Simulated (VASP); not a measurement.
# BP (I-4m2) in VASP: notebook

BP is run at these levels: PBE; tasks: single point.

Everything below comes from runs of VASP 6.6.1. Logs are shortened: lines on timing, memory, paths and dates and some standing lists are left out, and cuts for length are marked.

## 1. The cell of the first run

The structure is tetragonal, space group I-4m2 (No. 119). Conventional cell: a = 3.168 Å, b = 3.168 Å, c = 4.617 Å, α = 90.00°, β = 90.00°, γ = 90.00°. Within 2.6 Å of B (site symmetry -4m2) lie 4 P at 1.96 Å. Within 2.6 Å of P (site symmetry -4m2) lie 4 B at 1.96 Å.

## 2. Single point, PBE (strain -0.015 along x and y, +0.015 along z)

INCAR

```
SYSTEM = BP
PREC = Accurate
ENCUT = 520
EDIFF = 1E-7
ISMEAR = 0
SIGMA = 0.05
LREAL = .False.
LASPH = .True.
NELM = 80
ALGO = Normal
ISIF = 2
LWAVE = .False.
LCHARG = .False.
GGA = PE
NBANDS = 11
```

KPOINTS

```
Automatic mesh
0
Gamma
  10 10 10
  0 0 0
```

POSCAR

```
BP
1.0
    0.0000000000      2.2400395891      2.3082641451
    2.2400395891      0.0000000000      2.3082641451
    2.2400395891      2.2400395891      0.0000000000
B P
1 1
Direct
    0.0000000000      0.0000000000      0.0000000000
    0.7500000000      0.7500000000      0.7500000000
```

Potentials or basis: VASP PAW PBE potentials, release 64 (B, P).

Launch:

```console
> cat potpaw_PBE.64/B/POTCAR potpaw_PBE.64/P/POTCAR > POTCAR
> mpirun -np 1 vasp_std > vasp.out
```

OUTCAR:

```text
SYSTEM = BP
   PREC = Accurate
   ENCUT = 520
   EDIFF = 1E-7
   ISMEAR = 0
   LREAL = .False.
   LASPH = .True.
   NELM = 80
   ISIF = 2
   GGA = PE

 ion  position               nearest neighbor table
   1  0.000  0.000  0.000-   2 1.96   2 1.96   2 1.96   2 1.96
   2  0.750  0.750  0.750-   1 1.96   1 1.96   1 1.96   1 1.96

  LATTYP: Found a body centered tetragonal cell.
 ALAT       =     3.1678943672
 C/A-ratio  =     1.4572860567

  Lattice vectors:

 A1 = (  -2.2400395891,   0.0000000000,   2.3082641451)
 A2 = (   2.2400395891,   0.0000000000,   2.3082641451)
 A3 = (   0.0000000000,   2.2400395891,  -2.3082641451)

Analysis of symmetry for initial positions (statically):
=====================================================================
 Subroutine PRICEL returns:
 Original cell was already a primitive cell.

 Routine SETGRP: Setting up the symmetry group for a
 body centered tetragonal supercell.

 Subroutine GETGRP returns: Found  8 space group operations
 (whereof  8 operations were pure point group operations)
 out of a pool of 16 trial point group operations.

The static configuration has the point symmetry D_2d.

Analysis of symmetry for dynamics (positions and initial velocities):
=====================================================================
 Subroutine PRICEL returns:
 Original cell was already a primitive cell.

 Routine SETGRP: Setting up the symmetry group for a
 body centered tetragonal supercell.

 Subroutine GETGRP returns: Found  8 space group operations
 (whereof  8 operations were pure point group operations)
 out of a pool of 16 trial point group operations.

The dynamic configuration has the point symmetry D_2d.

 Subroutine INISYM returns: Found  8 space group operations
 (whereof  8 operations are pure point group operations),
 and found     1 'primitive' translations

----------------------------------------------------------------------------------------

                                     Primitive cell

  volume of cell :      23.1647

  direct lattice vectors                    reciprocal lattice vectors
     0.000000000  2.240039589  2.308264145    -0.223210341  0.223210341  0.216612991
     2.240039589  0.000000000  2.308264145     0.223210341 -0.223210341  0.216612991
     2.240039589  2.240039589  0.000000000     0.223210341  0.223210341 -0.216612991

  length of vectors
     3.216498208  3.216498208  3.167894367     0.382840568  0.382840568  0.382840568

  position of ions in fractional coordinates (direct lattice)
     0.000000000  0.000000000  0.000000000
     0.750000000  0.750000000  0.750000000

  ion indices of the primitive-cell ions
   primitive index   ion index
                 1           1
                 2           2

----------------------------------------------------------------------------------------

 KPOINTS: Automatic mesh

Automatic generation of k-mesh.
 Grid dimensions read from file:
 generate k-points for:   10   10   10

 Generating k-lattice:

  Cartesian coordinates                     Fractional coordinates (reciprocal lattice)
    -0.022321034  0.022321034  0.021661299     0.100000000  0.000000000  0.000000000
     0.022321034 -0.022321034  0.021661299     0.000000000  0.100000000  0.000000000
     0.022321034  0.022321034 -0.021661299     0.000000000  0.000000000  0.100000000

  Length of vectors
     0.038284057  0.038284057  0.038284057

  Shift w.r.t. Gamma in fractional coordinates (k-lattice)
     0.000000000  0.000000000  0.000000000

 Subroutine IBZKPT returns following result:
 ===========================================

 Found    102 irreducible k-points:

 Following reciprocal coordinates:
            Coordinates               Weight
  0.000000  0.000000  0.000000      1.000000
  0.100000  0.000000  0.000000      8.000000
  0.200000  0.000000  0.000000      8.000000
  0.300000  0.000000  0.000000      8.000000
  0.400000  0.000000  0.000000      8.000000
  0.500000  0.000000  0.000000      4.000000
[... 16 lines left out ...]
  0.300000  0.300000  0.000000      2.000000
  0.400000  0.300000  0.000000      8.000000
 [... further k-points ...]
   k-points           NKPTS =    102   k-points in BZ     NKDIM =    102   number of bands    NBANDS=     11
   number of dos      NEDOS =    301   number of ions     NIONS =      2
   total plane-waves  NPLWV =  13824
   dimension x,y,z NGX =    24 NGY =   24 NGZ =   24
   dimension x,y,z NGXF=    48 NGYF=   48 NGZF=   48
   ions per type =               1   1
   NGX,Y,Z   is equivalent  to a cutoff of  12.40, 12.40, 12.59 a.u.
   NGXF,Y,Z  is equivalent  to a cutoff of  24.81, 24.81, 25.19 a.u.
 SYSTEM =  BP
   PREC   = accura    normal or accurate (medium, high low for compatibility)
   ISTART =      0    job   : 0-new  1-cont  2-samecut
   ICHARG =      2    charge: 1-file 2-atom 10-const
   ISPIN  =      1    spin polarized calculation?
   LNONCOLLINEAR =      F non collinear calculations
   LSORBIT =      F    spin-orbit coupling
   LASPH  =      T    aspherical Exc in radial PAW
   ENCUT  =  520.0 eV  38.22 Ry    6.18 a.u.   5.98  5.98  5.89*2*pi/ulx,y,z
   NELM   =     80;   NELMIN=  2; NELMDL= -5     # of ELM steps
   EDIFF  = 0.1E-06   stopping-criterion for ELM
   LREAL  =      F    real-space projection
   EDIFFG = 0.1E-05   stopping-criterion for IOM
   NSW    =      0    number of steps for IOM
   IBRION =     -1    ionic relax: 0-MD 1-quasi-New 2-CG
   NFREE  =      0    steps in history (QN), initial steepest desc. (CG)
   ISIF   =      2    stress and relaxation
   ISYM   =      2    0-nonsym 1-usesym 2-fastsym
   POTIM  = 0.5000    time-step for ionic-motion
   TEBEG  =    0.0;   TEEND  =   0.0 temperature during run
   PSTRESS=    0.0 pullay stress
   NELECT =       8.0000    total number of electrons
   NUPDOWN=      -1.0000    fix difference up-down
   EMIN   =  10.00;   EMAX   =-10.00  energy-range for DOS
   EFERMI =   0.00;   METHOD = LEGACY
   ISMEAR =     0;   SIGMA  =   0.05  broadening in eV -4-tet -1-fermi 0-gaus
   EFERMI_NEDOS =   21; number of points for ismear=-14 and -15
   IALGO  =     38    algorithm
   IMIX   =      4    mixing-type and parameters
     AMIX     =   0.40;   BMIX     =  1.00
     AMIX_MAG =   1.60;   BMIX_MAG =  1.00
  volume/ion in A,a.u.               =      11.58        78.16
  Fermi-wavevector in a.u.,A,eV,Ry     =   1.148583  2.170508 17.949402  1.319244
  Thomas-Fermi vector in A             =   2.285258
   LORBIT       =      0    0 simple, 1 ext, 2 COOP (PROOUT), +10 PAW based schemes
   GGA     = PE    functional components
   LHFCALC =     F    Hartree Fock is set to
   AEXX    =    0.0000 exact exchange contribution
   IVDW    =     0    specifies the selected vdW correction
   LEPSILON=     F    determine dielectric tensor
   LRPA    =     F    only Hartree local field effects (RPA)
 non-spin polarized calculation
 Gauss-broadening in eV      SIGMA  =   0.05
  energy-cutoff  :      520.00
  volume of cell :       23.16
 maximum number of plane-waves:       640
   NGX = 11   NGY = 11   NGZ = 11

 number of electron       8.0000001 magnetization

 Free energy of the ion-electron system (eV)
  ---------------------------------------------------
  ext. energy  EPLUGINS =         0.00000000
  ---------------------------------------------------
  free energy    TOTEN  =       -12.91636976 eV

  energy without entropy =      -12.91636976  energy(sigma->0) =      -12.91636976

 E-fermi :   7.8415     XC(G=0): -10.9451

 val. band max:        7.6380040574   @ k =   0.0000   0.0000   0.0000
 cond. band min:       8.6385404542   @ k =   0.4000   0.0000   0.4000
 fundamental gap:      1.0005363968
 Fermi energy:         7.8415218335

 k-point     1 :       0.0000    0.0000    0.0000
  band No.  band energies     occupation
      1      -8.0017      2.00000
      2       7.3322      2.00000
      3       7.6380      2.00000
      4       7.6380      2.00000
      5      10.8984      0.00000
      6      10.8984      0.00000
      7      11.0648      0.00000
      8      15.0235      0.00000
      9      19.0998      0.00000
     10      19.2780      0.00000
     11      20.0899      0.00000

 k-point     2 :       0.1000    0.0000    0.0000
  band No.  band energies     occupation
      1      -7.8201      2.00000
      2       6.2153      2.00000
      3       7.1403      2.00000
      4       7.3516      2.00000
      5      11.2744      0.00000
      6      11.3170      0.00000
      7      11.5316      0.00000
      8      15.5361      0.00000
      9      18.6459      0.00000
     10      19.3313      0.00000
     11      19.6848      0.00000

 k-point     3 :       0.2000    0.0000    0.0000
  band No.  band energies     occupation
      1      -7.2823      2.00000
      2       3.8734      2.00000
      3       6.5398      2.00000
      4       6.8153      2.00000
      5      11.5247      0.00000
      6      12.0834      0.00000
      7      12.1599      0.00000
      8      16.6865      0.00000
      9      18.1924      0.00000
     10      18.5912      0.00000
     11      20.5692      0.00000

 k-point     4 :       0.3000    0.0000    0.0000
  band No.  band energies     occupation
      1      -6.4180      2.00000
      2       1.5007      2.00000
      3       6.0172      2.00000
      4       6.3529      2.00000
      5      11.4264      0.00000
      6      12.4121      0.00000
      7      12.4932      0.00000
      8      17.5730      0.00000
      9      18.9466      0.00000
     10      19.0010      0.00000
     11      20.8686      0.00000

 k-point     5 :       0.4000    0.0000    0.0000
  band No.  band energies     occupation
      1      -5.3395      2.00000
      2      -0.5358      2.00000
      3       5.6833      2.00000
      4       6.0634      2.00000
      5      11.2860      0.00000
      6      12.3213      0.00000
      7      12.4705      0.00000
      8      17.7437      0.00000
      9      20.5742      0.00000
     10      20.7340      0.00000
     11      21.8177      0.00000
[... 211 lines left out ...]
 k-point    21 :      -0.3000    0.2000    0.0000
  band No.  band energies     occupation
      1      -5.0762      2.00000
      2       0.4213      2.00000
      3       2.6782      2.00000
      4       5.8212      2.00000
      5      11.7028      0.00000
      6      13.7232      0.00000
      7      14.2793      0.00000
      8      16.8449      0.00000
      9      17.9818      0.00000
     10      20.5533      0.00000
     11      24.3711      0.00000

 k-point    22 :      -0.2000    0.2000    0.0000
  band No.  band energies     occupation
      1      -6.0916      2.00000
      2       2.1786      2.00000
      3       3.1905      2.00000
      4       6.4888      2.00000
      5      12.2618      0.00000
      6      12.8598      0.00000
      7      13.7409      0.00000
      8      15.8587      0.00000
      9      17.1597      0.00000
     10      21.3538      0.00000
     11      23.6220      0.00000

 k-point    23 :       0.3000    0.3000    0.0000
  band No.  band energies     occupation
      1      -5.9522      2.00000
      2       2.4528      2.00000
      3       4.4711      2.00000
      4       4.4711      2.00000
      5       9.2960      0.00000
      6      11.5298      0.00000
      7      16.4336      0.00000
      8      16.4336      0.00000
      9      20.4279      0.00000
     10      22.2411      0.00000
     11      23.9502      0.00000

 k-point    24 :       0.4000    0.3000    0.0000
  band No.  band energies     occupation
      1      -5.1435      2.00000
      2       1.1879      2.00000
      3       3.5480      2.00000
      4       4.1894      2.00000
      5       9.5907      0.00000
      6      11.3525      0.00000
      7      17.0347      0.00000
      8      17.1109      0.00000
      9      21.3898      0.00000
     10      22.9789      0.00000
     11      24.5104      0.00000

 [... further k-points ...]
[... 5 lines left out ...]
  --------------------------------------------------------------------------------------
  -------------------------------------------------------------------------------------
  Total        0.7415986      0.7415986     -0.4771761      0.0000000     -0.0000000      0.0000000
  in kB       51.2923475     51.2923475    -33.0036831      0.0000000     -0.0000000      0.0000000
  external PRESSURE =      23.1936706 kB  Pullay stress =       0.0000000 kB

 VOLUME and BASIS-vectors are now :
 -----------------------------------------------------------------------------
  energy-cutoff  :      520.00
  volume of cell :       23.16
      direct lattice vectors                 reciprocal lattice vectors
     0.000000000  2.240039589  2.308264145    -0.223210341  0.223210341  0.216612991
     2.240039589  0.000000000  2.308264145     0.223210341 -0.223210341  0.216612991
     2.240039589  2.240039589  0.000000000     0.223210341  0.223210341 -0.216612991

 POSITION                                       TOTAL-FORCE (eV/Angst)
 -----------------------------------------------------------------------------------
      0.00000      0.00000      0.00000        -0.000000     -0.000000      0.000000
      3.36006      3.36006      3.46240         0.000000      0.000000      0.000000
 -----------------------------------------------------------------------------------
    total drift:                               -0.000000     -0.000000     -0.000000

  FREE ENERGIE OF THE ION-ELECTRON SYSTEM (eV)
  ---------------------------------------------------
  free  energy   TOTEN  =       -12.9163697637 eV

  energy  without entropy=      -12.9163697637  energy(sigma->0) =      -12.91636976
```

It took 7 s on 1 thread of Intel Xeon 6975P-C (Granite Rapids), shared host; peak memory 0.15 GiB.

Results:

```
Free energy            : -12.9164 eV
Pressure               : 2.3 GPa
Band gap on the k mesh : 1.00 eV, indirect (least direct gap 3.26 eV)
```

Levels at points of the mesh, in eV from the valence-band top:
| k point | band 1 | band 2 | band 3 | band 4 | band 5 | band 6 | band 7 | band 8 |
| --- | --- | --- | --- | --- | --- | --- | --- | --- |
| (0.00, 0.00, 0.00) | -15.64 | -0.31 | 0.00 | 0.00 | 3.26 | 3.26 | 3.43 | 7.39 |
| (0.50, 0.00, 0.00) | -12.28 | -9.20 | -2.07 | -1.67 | 3.59 | 4.61 | 4.77 | 10.06 |
| (0.50, 0.50, 0.00) | -10.94 | -8.91 | -4.04 | -4.04 | 1.44 | 1.84 | 12.11 | 12.11 |
| (0.50, 0.00, 0.50) | -10.64 | -8.64 | -4.38 | -4.32 | 1.11 | 1.41 | 11.74 | 12.38 |

Caveat: the cell differs from its parent crystal (strain -0.015 along x and y, +0.015 along z).

(Continued in part 2 of 2.)
